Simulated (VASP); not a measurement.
# TePb3Se2 (I4/mmm) in VASP: notebook

The runs below take TePb3Se2 through single point, with PBE.

Everything below comes from runs of VASP 6.6.1. Logs are shortened: lines on timing, memory, paths and dates and some standing lists are left out, and cuts for length are marked.

## 1. The cell of the first run

Symmetry: I4/mmm, No. 139, tetragonal system. Conventional cell: a = 4.427 Å, b = 4.427 Å, c = 18.782 Å, α = 90.00°, β = 90.00°, γ = 90.00°. Within 4.1 Å of Te (site symmetry 4/mmm) lie 6 Pb at 3.13 Å. Within 4.1 Å of Pb (site symmetry 4mm) lie 5 Se at 3.13 Å and 1 Te at 3.13 Å. Within 4.1 Å of Pb (site symmetry 4/mmm) lie 4 Te at 3.13 Å and 2 Se at 3.13 Å. Within 4.1 Å of Se (site symmetry 4mm) lie 6 Pb at 3.13 Å.

## 2. Single point, PBE

Input file INCAR:

```
  ALGO = Normal
  EDIFF = 1E-7
  ENCUT = 520
  GGA = PE
  ISIF = 2
  ISMEAR = 0
  LASPH = True
  LCHARG = False
  LREAL = False
  LWAVE = False
  NBANDS = 39
  NELM = 60
  PREC = Accurate
  SIGMA = 0.1
```

Input file KPOINTS:

```
k-points
0
Gamma
  6 6 6
```

Input file POSCAR:

```
TePb3Se2
1.0
   -2.2135152200      2.2135152200      9.3911497300
    2.2135152200     -2.2135152200      9.3911497300
    2.2135152200      2.2135152200     -9.3911497300
Te Pb Se
1 3 2
Direct
    0.0000000000      0.0000000000      0.0000000000
    0.8333333300      0.8333333300      0.0000000000
    0.5000000000      0.5000000000      0.0000000000
    0.1666666700      0.1666666700      0.0000000000
    0.6666666700      0.6666666700      0.0000000000
    0.3333333300      0.3333333300      0.0000000000
```

Potentials or basis: VASP PAW PBE potentials, release 64 (Te, Pb_d, Se).

The run is started by

```bash
> cat potpaw_PBE.64/Te/POTCAR potpaw_PBE.64/Pb_d/POTCAR potpaw_PBE.64/Se/POTCAR > POTCAR
> mpirun -np 1 vasp_std > vasp.out
```

OUTCAR:

```text
EDIFF = 1E-7
   ENCUT = 520
   GGA = PE
   ISIF = 2
   ISMEAR = 0
   LASPH = True
   LREAL = False
   NELM = 60
   PREC = Accurate

 ion  position               nearest neighbor table
   1  0.000  0.000  0.000-   3 3.13   3 3.13   3 3.13   3 3.13   4 3.13   2 3.13
   2  0.833  0.833  0.000-   5 3.13   6 3.13   6 3.13   6 3.13   6 3.13   1 3.13
   3  0.500  0.500  0.000-   1 3.13   1 3.13   1 3.13   1 3.13   6 3.13   5 3.13
   4  0.167  0.167  0.000-   6 3.13   5 3.13   5 3.13   5 3.13   5 3.13   1 3.13
   5  0.667  0.667  0.000-   2 3.13   4 3.13   4 3.13   4 3.13   4 3.13   3 3.13
   6  0.333  0.333  0.000-   4 3.13   2 3.13   2 3.13   2 3.13   2 3.13   3 3.13

  LATTYP: Found a body centered tetragonal cell.
 ALAT       =     4.4270304400
 C/A-ratio  =     4.2426406853

  Lattice vectors:

 A1 = (  -2.2135152200,   2.2135152200,   9.3911497300)
 A2 = (   2.2135152200,  -2.2135152200,   9.3911497300)
 A3 = (   2.2135152200,   2.2135152200,  -9.3911497300)

Analysis of symmetry for initial positions (statically):
=====================================================================
 Subroutine PRICEL returns:
 Original cell was already a primitive cell.

 Routine SETGRP: Setting up the symmetry group for a
 body centered tetragonal supercell.

 Subroutine GETGRP returns: Found 16 space group operations
 (whereof 16 operations were pure point group operations)
 out of a pool of 16 trial point group operations.

The static configuration has the point symmetry D_4h.

Analysis of symmetry for dynamics (positions and initial velocities):
=====================================================================
 Subroutine PRICEL returns:
 Original cell was already a primitive cell.

 Routine SETGRP: Setting up the symmetry group for a
 body centered tetragonal supercell.

 Subroutine GETGRP returns: Found 16 space group operations
 (whereof 16 operations were pure point group operations)
 out of a pool of 16 trial point group operations.

The dynamic configuration has the point symmetry D_4h.

 Subroutine INISYM returns: Found 16 space group operations
 (whereof 16 operations are pure point group operations),
 and found     1 'primitive' translations

----------------------------------------------------------------------------------------

[... 101 lines left out ...]
   LREAL  =      F    real-space projection
   EDIFFG = 0.1E-05   stopping-criterion for IOM
   NSW    =      0    number of steps for IOM
   IBRION =     -1    ionic relax: 0-MD 1-quasi-New 2-CG
   NFREE  =      0    steps in history (QN), initial steepest desc. (CG)
   ISIF   =      2    stress and relaxation
   ISYM   =      2    0-nonsym 1-usesym 2-fastsym
   POTIM  = 0.5000    time-step for ionic-motion
   TEBEG  =    0.0;   TEEND  =   0.0 temperature during run
   PSTRESS=    0.0 pullay stress
   NELECT =      60.0000    total number of electrons
   NUPDOWN=      -1.0000    fix difference up-down
   EMIN   =  10.00;   EMAX   =-10.00  energy-range for DOS
   EFERMI =   0.00;   METHOD = LEGACY
   ISMEAR =     0;   SIGMA  =   0.10  broadening in eV -4-tet -1-fermi 0-gaus
   EFERMI_NEDOS =   21; number of points for ismear=-14 and -15
   IALGO  =     38    algorithm
   IMIX   =      4    mixing-type and parameters
     AMIX     =   0.40;   BMIX     =  1.00
     AMIX_MAG =   1.60;   BMIX_MAG =  1.00
  volume/ion in A,a.u.               =      30.68       207.01
  Fermi-wavevector in a.u.,A,eV,Ry     =   1.126706  2.129166 17.272143  1.269467
  Thomas-Fermi vector in A             =   2.263389
   LORBIT       =      0    0 simple, 1 ext, 2 COOP (PROOUT), +10 PAW based schemes
   GGA     = PE    functional components
   LHFCALC =     F    Hartree Fock is set to
   AEXX    =    0.0000 exact exchange contribution
   IVDW    =     0    specifies the selected vdW correction
   LEPSILON=     F    determine dielectric tensor
   LRPA    =     F    only Hartree local field effects (RPA)
 non-spin polarized calculation
 Gauss-broadening in eV      SIGMA  =   0.10
  energy-cutoff  :      520.00
  volume of cell :      184.05
 maximum number of plane-waves:      4979
 NGX is ok and might be reduce to    80
   NGX = 37   NGY = 37   NGZ = 37

 number of electron      60.0000001 magnetization

 Free energy of the ion-electron system (eV)
  ---------------------------------------------------
  ext. energy  EPLUGINS =         0.00000000
  ---------------------------------------------------
  free energy    TOTEN  =       -23.70707759 eV

  energy without entropy =      -23.70705338  energy(sigma->0) =      -23.70706548

 E-fermi :   5.3451     XC(G=0):  -9.3949

 val. band max:        5.1339490938   @ k =   0.5000  -0.0000   0.0000
 cond. band min:       5.5562231099   @ k =   0.5000  -0.0000   0.0000
 fundamental gap:      0.4222740162
 Fermi energy:         5.3450861066

 k-point     1 :       0.0000    0.0000    0.0000
  band No.  band energies     occupation
      1     -11.7200      2.00000
      2     -11.7038      2.00000
      3     -11.6616      2.00000
      4     -11.6563      2.00000
      5     -11.6515      2.00000
      6     -11.6515      2.00000
[... 997 lines left out ...]
     38       9.6575      0.00000
     39      10.0073      0.00000

 [... further k-points ...]

------------------------ aborting loop because EDIFF is reached ----------------------------------------

  FORCE on cell =-STRESS in cart. coord.  units (eV):
  Direction    XX          YY          ZZ          XY          YZ          ZX
  --------------------------------------------------------------------------------------
  -------------------------------------------------------------------------------------
  Total        2.2217249      2.2217249      2.1993666      0.0000000     -0.0000000      0.0000000
  in kB       19.3400277     19.3400277     19.1453994      0.0000000     -0.0000000      0.0000000
  external PRESSURE =      19.2751516 kB  Pullay stress =       0.0000000 kB

 VOLUME and BASIS-vectors are now :
 -----------------------------------------------------------------------------
  energy-cutoff  :      520.00
  volume of cell :      184.05
      direct lattice vectors                 reciprocal lattice vectors
    -2.213515220  2.213515220  9.391149730     0.000000000  0.225885052  0.053241617
     2.213515220 -2.213515220  9.391149730     0.225885052  0.000000000  0.053241617
     2.213515220  2.213515220 -9.391149730     0.225885052  0.225885052  0.000000000

 POSITION                                       TOTAL-FORCE (eV/Angst)
 -----------------------------------------------------------------------------------
      0.00000      0.00000      0.00000        -0.000000     -0.000000      0.000000
      0.00000      0.00000     15.65192        -0.000000     -0.000000     -0.406345
      0.00000      0.00000      9.39115        -0.000000     -0.000000      0.000000
      0.00000      0.00000      3.13038         0.000000      0.000000      0.406345
      0.00000      0.00000     12.52153        -0.000000     -0.000000     -0.062382
      0.00000      0.00000      6.26077        -0.000000     -0.000000      0.062382
 -----------------------------------------------------------------------------------
    total drift:                                0.000000      0.000000     -0.000000

  FREE ENERGIE OF THE ION-ELECTRON SYSTEM (eV)
  ---------------------------------------------------
  free  energy   TOTEN  =       -23.7070775882 eV

  energy  without entropy=      -23.7070533762  energy(sigma->0) =      -23.70706548
```

OSZICAR:

```text
N       E                     dE             d eps       ncg     rms          rms(c)
DAV:   1     0.642228921204E+03    0.64223E+03   -0.26891E+04  2340   0.158E+03
DAV:   2     0.524137303947E+02   -0.58982E+03   -0.57188E+03  2389   0.427E+02
DAV:   3    -0.205022548844E+02   -0.72916E+02   -0.70377E+02  3002   0.172E+02
DAV:   4    -0.243089148781E+02   -0.38067E+01   -0.37812E+01  2825   0.412E+01
DAV:   5    -0.244608390969E+02   -0.15192E+00   -0.15188E+00  2875   0.850E+00    0.562E+00
DAV:   6    -0.236984257832E+02    0.76241E+00   -0.12953E+00  3328   0.670E+00    0.335E+00
DAV:   7    -0.237024682736E+02   -0.40425E-02   -0.50208E-01  2701   0.270E+00    0.160E+00
DAV:   8    -0.237067904948E+02   -0.43222E-02   -0.44711E-02  3006   0.163E+00    0.283E-01
DAV:   9    -0.237067525136E+02    0.37981E-04   -0.54467E-03  3055   0.527E-01    0.136E-01
DAV:  10    -0.237069608156E+02   -0.20830E-03   -0.11097E-03  3119   0.172E-01    0.741E-02
DAV:  11    -0.237070729692E+02   -0.11215E-03   -0.16859E-04  2733   0.821E-02    0.248E-02
DAV:  12    -0.237070769286E+02   -0.39594E-05   -0.34947E-05  3303   0.410E-02    0.150E-02
DAV:  13    -0.237070770418E+02   -0.11320E-06   -0.16119E-05  2699   0.279E-02    0.383E-03
DAV:  14    -0.237070776054E+02   -0.56364E-06   -0.21723E-06  2576   0.669E-03    0.182E-03
DAV:  15    -0.237070775882E+02    0.17254E-07   -0.24828E-07  2214   0.238E-03
   1 F= -.23707078E+02 E0= -.23707065E+02  d E =-.242120E-04
```

stdout:

```text
POSCAR found type information on POSCAR TePbSe
 POSCAR found :  3 types and       6 ions
 scaLAPACK will be used
 LDA part: xc-table for (Slater+PW92), standard interpolation
 POSCAR, INCAR and KPOINTS ok, starting setup
 FFT: planning ... GRIDC
 FFT: planning ... GRID_SOFT
 FFT: planning ... GRID
 WAVECAR not read
 entering main loop
```

It used 2600 s of CPU time on 1 thread of AMD EPYC 7R13 Processor (Zen 3) (shared host).

Results:

```yaml
Free_energy: -23.7071 eV
Pressure: 1.9 GPa
Largest_force: 0.406 eV/Å
Band_gap_on_the_k_mesh: 0.42 eV
```

Forces in eV/Å, atoms in the order of the input:
```
Te   0.000  0.000  0.000
Pb   0.000  0.000 -0.406
Pb   0.000  0.000  0.000
Pb   0.000  0.000  0.406
Se   0.000  0.000 -0.062
Se   0.000  0.000  0.062
```

Caveat: spin-orbit coupling is left out, which moves the levels of the heavy elements.

## 3. Single point, PBE

This run uses another cell than the first one, of 32.04 Å³/atom.

Input file INCAR:

```
  PREC = Accurate
  ENCUT = 520
  EDIFF = 1E-7
  ISMEAR = 0
  SIGMA = 0.1
  LREAL = False
  LASPH = True
  NELM = 100
  ALGO = Normal
  ISIF = 2
  LWAVE = False
  LCHARG = False
  GGA = PE
  NBANDS = 39
```

Input file KPOINTS:

```
Automatic mesh
0
Gamma
  6 6 6
```

Input file POSCAR:

```
TePb3Se2
1.0
   -2.2473149376      2.2473149376      9.5153763975
    2.2473149376     -2.2473149376      9.5153763975
    2.2473149376      2.2473149376     -9.5153763975
Te Pb Se
1 3 2
Direct
    0.0000000000      0.0000000000      0.0000000000
    0.8279793260      0.8279793260      0.0000000000
    0.5000000000      0.5000000000      0.0000000000
    0.1720206740      0.1720206740      0.0000000000
    0.6659931344      0.6659931344      0.0000000000
    0.3340068656      0.3340068656      0.0000000000
```

Potentials or basis: VASP PAW PBE potentials, release 64 (Te, Pb_d, Se).

The run is started by

```bash
> cat potpaw_PBE.64/Te/POTCAR potpaw_PBE.64/Pb_d/POTCAR potpaw_PBE.64/Se/POTCAR > POTCAR
> mpirun -np 1 vasp_std > vasp.out
```

It took 36 min on 1 thread of AMD EPYC 7R13 (Zen 3), shared host; peak memory 0.96 GiB.

The run converged. Its results:

| Property | Result |
| --- | --- |
| Free energy | -23.7897 eV |
| Pressure | -0.2 GPa |
| Largest force | 0.030 eV/Å |
| Band gap on the k mesh | 0.42 eV |

Forces in eV/Å, atoms in the order of the input:
```
Te   0.000  0.000  0.000
Pb   0.000  0.000  0.003
Pb   0.000  0.000  0.000
Pb   0.000  0.000 -0.003
Se   0.000  0.000  0.030
Se   0.000  0.000 -0.030
```

Stress tensor (GPa, compression positive):
```
-0.14  0.00  0.00
 0.00 -0.14  0.00
 0.00  0.00 -0.28
```

Levels at points of the mesh, in eV from the valence-band top:
```tsv
k point	band 28	band 29	band 30	band 31	band 32	band 33
(0.00, 0.00, 0.00)	-1.53	-1.50	-1.50	3.65	3.89	4.00
(0.50, 0.00, 0.00)	-0.75	-0.56	0.00	0.42	1.20	1.40
(0.50, 0.50, 0.00)	-2.78	-1.51	-1.23	2.77	2.84	3.68
(0.50, 0.50, 0.50)	-1.85	-0.83	-0.40	1.78	2.05	3.68
```

Caveat: spin-orbit coupling is left out, which moves the levels of the heavy elements.
